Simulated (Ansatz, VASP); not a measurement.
# Two plane-wave programs on Li5Au3

The input INCAR:

```
PREC = Accurate
ENCUT = 600
EDIFF = 1E-6
ISMEAR = 0
SIGMA = 0.1
LREAL = F
LASPH = T
NELM = 60
ALGO = Fast
ISIF = 3
LWAVE = F
LCHARG = F
GGA = PE
IBRION = 2
NSW = 100
EDIFFG = -0.01
```

The input KPOINTS:

```
Automatic mesh
0
Gamma
  8 8 8
```

File POSCAR:

```
Li5Au3
1.0
   -3.1329129000      3.1329129000      3.1329129000
    3.1329129000     -3.1329129000      3.1329129000
    3.1329129000      3.1329129000     -3.1329129000
Li Au
5 3
Direct
    0.5000000000      0.5000000000      0.5000000000
    0.0000000000      0.0000000000      0.5000000000
    0.0000000000      0.5000000000      0.0000000000
    0.5000000000      0.0000000000      0.0000000000
    0.0000000000      0.0000000000      0.0000000000
    0.0000000000      0.5000000000      0.5000000000
    0.5000000000      0.0000000000      0.5000000000
    0.5000000000      0.5000000000      0.0000000000
```

Input for Ansatz:

```yaml
crystal:
  lattice:
    - [-3.1329129, 3.1329129, 3.1329129]
    - [3.1329129, -3.1329129, 3.1329129]
    - [3.1329129, 3.1329129, -3.1329129]
  atoms:
    - { symbol: Li, position: [0.5, 0.5, 0.5] }
    - { symbol: Li, position: [0.0, 0.0, 0.5] }
    - { symbol: Li, position: [0.0, 0.5, 0.0] }
    - { symbol: Li, position: [0.5, 0.0, 0.0] }
    - { symbol: Li, position: [0.0, 0.0, 0.0] }
    - { symbol: Au, position: [0.0, 0.5, 0.5] }
    - { symbol: Au, position: [0.5, 0.0, 0.5] }
    - { symbol: Au, position: [0.5, 0.5, 0.0] }
basis:
  ecutwfc: 420
kpoints:
  mp_grid: { grid: [8, 8, 8] }
hamiltonian:
  xc: pbe
scf:
  occupations: { method: gaussian, width: 0.1 }
output:
  forces: true
  stress: true
  eigenvalues: true
  write_density: true
  write_potential: true
  elf: true
  volumetric_format: npy
relax:
  adjacent_minimum: "off"
  f_tol: 0.01
  max_steps: 80
  cell: { stress_tol: 0.05 }
```

Alike in both runs: task relaxation of cell and atoms; functional PBE; k mesh 8 × 8 × 8; occupations gaussian, width 0.1 eV; no spin polarisation.

|  | VASP | Ansatz |
| --- | --- | --- |
| version | VASP 6.6.1 | Ansatz 0.2.0 |
| potentials or method | VASP PAW PBE potentials, release 64 (Li_sv, Au), cutoff 600 eV | scalar-relativistic, plane waves, PAW |
| valence electrons in the cell | 48 | 72 |

VASP gave:

* gap on the k mesh at the Fermi level, each at its own relaxed structure (eV): none
* relaxed volume (Å³/atom): 15.35
* relaxed length of the cell vector where the two differ most in proportion (Å): 5.423

Estimate Ansatz's values.

gap on the k mesh at the Fermi level, each at its own relaxed structure (eV): none; relaxed volume (Å³/atom): 15.37; relaxed length of the cell vector where the two differ most in proportion (Å): 5.426.

A gap of «none» marks a metal or a gap that the smearing closes. VASP's potentials hold 48 valence electrons a cell and Ansatz's 72, so a difference there can come from the potentials and not from the codes.

Spin-orbit coupling is off throughout. Noted on VASP's run: the cutoff is under 1.25 times that of the potentials, so the pressure is a little rough.
